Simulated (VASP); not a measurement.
Here is a VASP 6.6.1 calculation.

INCAR

```
ALGO     = Normal         # electronic algorithm
EDIFF    = 1E-6           # SCF threshold, eV
ENCUT    = 520            # plane-wave cutoff, eV
GGA      = PE             # functional
ISIF     = 2              # what is computed and relaxed
ISMEAR   = 0              # smearing method
LASPH    = True           # aspherical terms in the spheres
LCHARG   = False          # write CHGCAR
LREAL    = False          # projectors in reciprocal space
LWAVE    = False          # write WAVECAR
NBANDS   = 18             # bands
NELM     = 60             # most SCF steps
PREC     = Accurate       # precision mode
SIGMA    = 0.05           # smearing width, eV
```

The input KPOINTS:

```
k-points
0
Gamma
  8 8 8
```

The input POSCAR:

```
HfO2
1.0
    0.2129181141      2.7041596991      2.7041596991
    2.7041596991      0.2129181141      2.7041596991
    2.7041596991      2.7041596991      0.2129181141
Hf O
1 2
Direct
    0.0000000000      0.0000000000      0.0000000000
    0.2500000000      0.2500000000      0.2500000000
    0.7500000000      0.7500000000      0.7500000000
```

Potentials or basis: VASP PAW PBE potentials, release 64 (Hf_pv, O).

Run with:

```bash
$ cat potpaw_PBE.64/Hf_pv/POTCAR potpaw_PBE.64/O/POTCAR > POTCAR
$ mpirun -np 1 vasp_std > vasp.out
```

(1) Estimate the largest force.

(2) Estimate the pressure.

(3) What does it give for the band gap on the k mesh?

Answers

(1) 0.158 eV/Å.

(2) -11.4 GPa.

(3) 3.73 eV.

Caveat: the cell stands under tension; spin-orbit coupling is left out, which moves the levels of the heavy elements.
